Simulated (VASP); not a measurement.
Wanted: the native input for a VASP 6.6.1 run.

- Task: single point
- Functional: PBE
- Potentials or basis: VASP PAW PBE potentials, release 64 (Ag, I)
- Cutoff: 500 eV
- k mesh: 6 × 6 × 6
- Occupations: gaussian, width 0.01 eV
- Spin: no spin polarisation
- Dipole correction: no
- Further INCAR settings: ALGO = Normal; EDIFF = 1e-06; NBANDS = 16

The structure of AgI lies in POSCAR:

```
AgI
1.0
    0.0000000000      3.2885748994      3.2885748994
    3.2885748994      0.0000000000      3.2885748994
    3.2885748994      3.2885748994      0.0000000000
Ag I
1 1
Direct
    0.0000000000      0.0000000000      0.0000000000
    0.2500000000      0.2500000000      0.2500000000
```

The input as run:

INCAR

```
SYSTEM = AgI
PREC = Accurate ; ENCUT = 500
EDIFF = 1E-6 ; ISMEAR = 0
SIGMA = 0.01 ; LREAL = .FALSE.
LASPH = .TRUE. ; NELM = 120
ALGO = Normal ; ISIF = 2
LWAVE = .FALSE. ; LCHARG = .FALSE.
GGA = PE ; NBANDS = 16
GGA_COMPAT = .FALSE.
```

KPOINTS

```
regular mesh
0
G
  6 6 6
  0 0 0
```

Potentials or basis: VASP PAW PBE potentials, release 64 (Ag, I).

Command:

```sh
$ cat potpaw_PBE.64/Ag/POTCAR potpaw_PBE.64/I/POTCAR > POTCAR
$ mpirun -np 1 vasp_std > vasp.out
```

Results of the run:

```yaml
Pressure: 0.6 GPa
Band_gap_on_the_k_mesh: 1.34 eV, direct
```

Caveat: spin-orbit coupling is left out, which moves the levels of the heavy elements.

It took 19 s on 1 thread of Intel Xeon 6975P-C, on a shared host, peak memory 0.21 GiB.
